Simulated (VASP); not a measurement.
# BeS (F-43m) in VASP: notebook

Runs on BeS. Level: PBE. Tasks: single point.

Program: VASP 6.6.1. These are calculated values, not measurements. Logs are shortened: lines on timing, memory, paths and dates and some standing lists are left out, and cuts for length are marked.

### 1 The cell of the first run

The structure is cubic, space group F-43m (No. 216). Conventional cell: a = 4.850 Å, b = 4.850 Å, c = 4.850 Å, α = 90.00°, β = 90.00°, γ = 90.00°. S (site symmetry -43m) has 4 Be at 2.10 Å within 2.8 Å. Be (site symmetry -43m) has 4 S at 2.10 Å within 2.8 Å.

### 2 Single point, PBE

The input, INCAR:

```
SYSTEM = BeS
PREC = Accurate
ENCUT = 600
EDIFF = 1E-6
ISMEAR = -1
SIGMA = 0.03
LREAL = .FALSE.
LASPH = .TRUE.
NELM = 120
ALGO = Normal
ISIF = 2
LWAVE = .FALSE.
LCHARG = .TRUE.
GGA = PE
LELF = .TRUE.
LVHAR = .TRUE.
NBANDS = 11
GGA_COMPAT = .FALSE.
```

The input, KPOINTS:

```
regular mesh
0
G
  5 5 5
  0 0 0
```

The input, POSCAR:

```
BeS
1.0
    0.0000000000      2.4250000000      2.4250000000
    2.4250000000      0.0000000000      2.4250000000
    2.4250000000      2.4250000000      0.0000000000
S Be
1 1
Direct
    0.7500000000      0.7500000000      0.7500000000
    0.0000000000      0.0000000000      0.0000000000
```

Potentials or basis: VASP PAW PBE potentials, release 64 (S, Be).

Run with:

```sh
> cat potpaw_PBE.64/S/POTCAR potpaw_PBE.64/Be/POTCAR > POTCAR
> mpirun -np 1 vasp_std > vasp.out
```

OUTCAR:

```text
SYSTEM = BeS
   PREC = Accurate
   ENCUT = 600
   EDIFF = 1E-6
   ISMEAR = -1
   LREAL = .FALSE.
   LASPH = .TRUE.
   NELM = 120
   ISIF = 2
   GGA = PE

 ion  position               nearest neighbor table
   1  0.750  0.750  0.750-   2 2.10   2 2.10   2 2.10   2 2.10
   2  0.000  0.000  0.000-   1 2.10   1 2.10   1 2.10   1 2.10

  LATTYP: Found a face centered cubic cell.
 ALAT       =     4.8500000000

  Lattice vectors:

 A1 = (   0.0000000000,   2.4250000000,   2.4250000000)
 A2 = (   2.4250000000,   0.0000000000,   2.4250000000)
 A3 = (   2.4250000000,   2.4250000000,   0.0000000000)

Analysis of symmetry for initial positions (statically):
=====================================================================
 Subroutine PRICEL returns:
 Original cell was already a primitive cell.

 Routine SETGRP: Setting up the symmetry group for a
 face centered cubic supercell.

 Subroutine GETGRP returns: Found 24 space group operations
 (whereof 24 operations were pure point group operations)
 out of a pool of 48 trial point group operations.

The static configuration has the point symmetry T_d .

Analysis of symmetry for dynamics (positions and initial velocities):
=====================================================================
 Subroutine PRICEL returns:
 Original cell was already a primitive cell.

 Routine SETGRP: Setting up the symmetry group for a
 face centered cubic supercell.

 Subroutine GETGRP returns: Found 24 space group operations
 (whereof 24 operations were pure point group operations)
 out of a pool of 48 trial point group operations.

The dynamic configuration has the point symmetry T_d .

 Subroutine INISYM returns: Found 24 space group operations
 (whereof 24 operations are pure point group operations),
 and found     1 'primitive' translations

----------------------------------------------------------------------------------------

                                     Primitive cell

  volume of cell :      28.5210

  direct lattice vectors                    reciprocal lattice vectors
     0.000000000  2.425000000  2.425000000    -0.206185567  0.206185567  0.206185567
     2.425000000  0.000000000  2.425000000     0.206185567 -0.206185567  0.206185567
     2.425000000  2.425000000  0.000000000     0.206185567  0.206185567 -0.206185567

  length of vectors
     3.429467889  3.429467889  3.429467889     0.357123878  0.357123878  0.357123878

[... 71 lines left out ...]
   ISIF   =      2    stress and relaxation
   ISYM   =      2    0-nonsym 1-usesym 2-fastsym
   POTIM  = 0.5000    time-step for ionic-motion
   TEBEG  =    0.0;   TEEND  =   0.0 temperature during run
   PSTRESS=    0.0 pullay stress
   NELECT =       8.0000    total number of electrons
   NUPDOWN=      -1.0000    fix difference up-down
   EMIN   =  10.00;   EMAX   =-10.00  energy-range for DOS
   EFERMI =   0.00;   METHOD = LEGACY
   ISMEAR =    -1;   SIGMA  =   0.03  broadening in eV -4-tet -1-fermi 0-gaus
   EFERMI_NEDOS =   21; number of points for ismear=-14 and -15
   IALGO  =     38    algorithm
   IMIX   =      4    mixing-type and parameters
     AMIX     =   0.40;   BMIX     =  1.00
     AMIX_MAG =   1.60;   BMIX_MAG =  1.00
  volume/ion in A,a.u.               =      14.26        96.23
  Fermi-wavevector in a.u.,A,eV,Ry     =   1.071642  2.025110 15.625158  1.148417
  Thomas-Fermi vector in A             =   2.207388
   LORBIT       =      0    0 simple, 1 ext, 2 COOP (PROOUT), +10 PAW based schemes
   GGA     = PE    functional components
   LHFCALC =     F    Hartree Fock is set to
   AEXX    =    0.0000 exact exchange contribution
   IVDW    =     0    specifies the selected vdW correction
   LEPSILON=     F    determine dielectric tensor
   LRPA    =     F    only Hartree local field effects (RPA)
 non-spin polarized calculation
  energy-cutoff  :      600.00
  volume of cell :       28.52
 maximum number of plane-waves:       966
   NGX = 13   NGY = 13   NGZ = 13

 number of electron       7.9999999 magnetization

 Free energy of the ion-electron system (eV)
  ---------------------------------------------------
  ext. energy  EPLUGINS =         0.00000000
  ---------------------------------------------------
  free energy    TOTEN  =        -9.99974226 eV

  energy without entropy =       -9.99974226  energy(sigma->0) =       -9.99974226

 E-fermi :   4.7989     XC(G=0):  -9.7279

 val. band max:        4.1811831064   @ k =   0.0000   0.0000   0.0000
 cond. band min:       7.5814841133   @ k =   0.4000   0.4000   0.0000
 fundamental gap:      3.4003010069
 Fermi energy:         4.7989497868

 k-point     1 :       0.0000    0.0000    0.0000
  band No.  band energies     occupation
      1      -9.5118      2.00000
      2       4.1812      2.00000
      3       4.1812      2.00000
      4       4.1812      2.00000
      5       9.8467      0.00000
      6       9.8467      0.00000
      7       9.8467      0.00000
      8      10.0662      0.00000
      9      16.9916      0.00000
     10      16.9916      0.00000
     11      19.0501      0.00000
[... 113 lines left out ...]
 k-point    10 :      -0.4000    0.4000    0.2000
  band No.  band energies     occupation
      1      -7.4921      2.00000
      2      -0.3876      2.00000
      3       0.6564      2.00000
      4       1.5815      2.00000
      5      10.2239      0.00000
      6      11.3906      0.00000
      7      12.3164      0.00000
      8      15.3704      0.00000
      9      16.3481      0.00000
     10      18.8833      0.00000
     11      21.4785      0.00000

------------------------ aborting loop because EDIFF is reached ----------------------------------------

  FORCE on cell =-STRESS in cart. coord.  units (eV):
  Direction    XX          YY          ZZ          XY          YZ          ZX
  --------------------------------------------------------------------------------------
  -------------------------------------------------------------------------------------
  Total        0.3087738      0.3087738      0.3087738     -0.0000000      0.0000000     -0.0000000
  in kB       17.3454583     17.3454583     17.3454583     -0.0000000      0.0000000     -0.0000000
  external PRESSURE =      17.3454583 kB  Pullay stress =       0.0000000 kB

 VOLUME and BASIS-vectors are now :
 -----------------------------------------------------------------------------
  energy-cutoff  :      600.00
  volume of cell :       28.52
      direct lattice vectors                 reciprocal lattice vectors
     0.000000000  2.425000000  2.425000000    -0.206185567  0.206185567  0.206185567
     2.425000000  0.000000000  2.425000000     0.206185567 -0.206185567  0.206185567
     2.425000000  2.425000000  0.000000000     0.206185567  0.206185567 -0.206185567

 POSITION                                       TOTAL-FORCE (eV/Angst)
 -----------------------------------------------------------------------------------
      3.63750      3.63750      3.63750        -0.000000     -0.000000     -0.000000
      0.00000      0.00000      0.00000         0.000000      0.000000      0.000000
 -----------------------------------------------------------------------------------
    total drift:                                0.000000      0.000000     -0.000000

  FREE ENERGIE OF THE ION-ELECTRON SYSTEM (eV)
  ---------------------------------------------------
  free  energy   TOTEN  =        -9.9997422583 eV

  energy  without entropy=       -9.9997422583  energy(sigma->0) =       -9.99974226
```

stdout:

```text
POSCAR found type information on POSCAR S Be
 POSCAR found :  2 types and       2 ions
 scaLAPACK will be used
 LDA part: xc-table for (Slater+PW92), standard interpolation
 POSCAR, INCAR and KPOINTS ok, starting setup
 FFT: planning ... GRIDC
 FFT: planning ... GRID_SOFT
 FFT: planning ... GRID
 WAVECAR not read
 entering main loop
```

Wall time 3.6 s (1 thread of Intel Xeon 6975P-C (Granite Rapids), shared host); peak memory 0.14 GiB.

What came out:

```
Free energy            : -9.9997 eV
Pressure               : 1.7 GPa
Band gap on the k mesh : 3.40 eV, indirect (least direct gap 5.67 eV)
```

Caveat: the k points lie up to 0.45 Å⁻¹ apart.

### 3 Single point, PBE

The input, INCAR:

```
SYSTEM = BeS
ALGO     = Normal         ! electronic algorithm
EDIFF    = 1E-6           ! SCF threshold, eV
ENCUT    = 600            ! plane-wave cutoff, eV
GGA      = PE             ! functional
GGA_COMPAT= .False.      
ISIF     = 2              ! what is computed and relaxed
ISMEAR   = 0              ! smearing method
LASPH    = .True.         ! aspherical terms in the spheres
LCHARG   = .False.        ! write CHGCAR
LREAL    = .False.        ! projectors in reciprocal space
LWAVE    = .False.        ! write WAVECAR
NBANDS   = 11             ! bands
NELM     = 120            ! most SCF steps
PREC     = Accurate       ! precision mode
SIGMA    = 0.01           ! smearing width, eV
```

The input, KPOINTS:

```
k-points
0
Gamma
  9 9 9
  0 0 0
```

POSCAR is that of step 2.

Potentials or basis: VASP PAW PBE potentials, release 64 (S, Be).

Run with:

```sh
> cat potpaw_PBE.64/S/POTCAR potpaw_PBE.64/Be/POTCAR > POTCAR
> mpirun -np 1 vasp_std > vasp.out
```

Wall time 5.8 s (1 thread of Intel Xeon 6975P-C (Granite Rapids), shared host); peak memory 0.15 GiB.

It converged, with:

```yaml
Free_energy: -10.0114 eV
Pressure: 1.6 GPa
Band_gap_on_the_k_mesh: 3.21 eV, indirect (least direct gap 5.67 eV)
```

Levels at points of the mesh, in eV from the valence-band top:
```tsv
k point	band 2	band 3	band 4	band 5	band 6	band 7
(0.00, 0.00, 0.00)	0.00	0.00	0.00	5.67	5.67	5.67
```
